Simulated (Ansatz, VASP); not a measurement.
## One calculation of Ir, two programs

The input INCAR:

```
SYSTEM = Ir
ALGO     = Fast           ! electronic algorithm
EDIFF    = 1E-6           ! SCF threshold, eV
ENCUT    = 520            ! plane-wave cutoff, eV
GGA      = PS             ! functional
ISIF     = 2              ! what is computed and relaxed
ISMEAR   = 0              ! smearing method
LASPH    = .True.         ! aspherical terms in the spheres
LCHARG   = .False.        ! write CHGCAR
LREAL    = .False.        ! projectors in reciprocal space
LWAVE    = .False.        ! write WAVECAR
NBANDS   = 10             ! bands
NELM     = 60             ! most SCF steps
PREC     = Accurate       ! precision mode
SIGMA    = 0.15           ! smearing width, eV
```

File KPOINTS:

```
k-points
0
Gamma
  22 22 22
  0 0 0
```

File POSCAR:

```
Ir
1.0
    0.0000000000      1.9964880000      1.9197000000
    1.9964880000      0.0000000000      1.9197000000
    1.9964880000      1.9964880000      0.0000000000
Ir
1
Direct
    0.0000000000      0.0000000000      0.0000000000
```

Input for Ansatz:

```yaml
crystal:
  lattice:
    - [0.0, 1.996488, 1.9197]
    - [1.996488, 0.0, 1.9197]
    - [1.996488, 1.996488, 0.0]
  atoms:
    - { symbol: Ir, position: [0.0, 0.0, 0.0] }
basis:
  ecutwfc: 420
kpoints:
  mp_grid: { grid: [22, 22, 22] }
hamiltonian:
  xc: pbesol
scf:
  occupations: { method: gaussian, width: 0.15 }
output:
  forces: true
  stress: true
  eigenvalues: true
```

Change from the starting cell: strain +0.040 along x and y, +0.000 along z, atoms carried along.

Alike in both runs: task single point; functional PBEsol; k mesh 22 × 22 × 22; occupations gaussian, width 0.15 eV; no spin polarisation.

|  | VASP | Ansatz |
| --- | --- | --- |
| version | VASP 6.6.1 | Ansatz 0.2.0 |
| potentials or method | VASP PAW PBE potentials, release 64 (Ir), cutoff 520 eV | scalar-relativistic, plane waves, PAW |
| valence electrons in the cell | 9 | 17 |

```tsv
	VASP	Ansatz	Ansatz less VASP
gap on the k mesh at the Fermi level (eV)	none	none	-
pressure (GPa)	-25.8	-26.2	-0.39
traceless stress, the component that is largest in VASP (GPa)	7.62	7.65	+0.034
```

VASP's potentials were made for PBE, not for PBEsol. A gap of «none» marks a metal or a gap that the smearing closes. With one functional, cell and mesh, what is left measures potentials, basis and numerics. VASP's potentials hold 9 valence electrons a cell and Ansatz's 17, so a difference there can come from the potentials and not from the codes.

Spin-orbit coupling is off throughout.
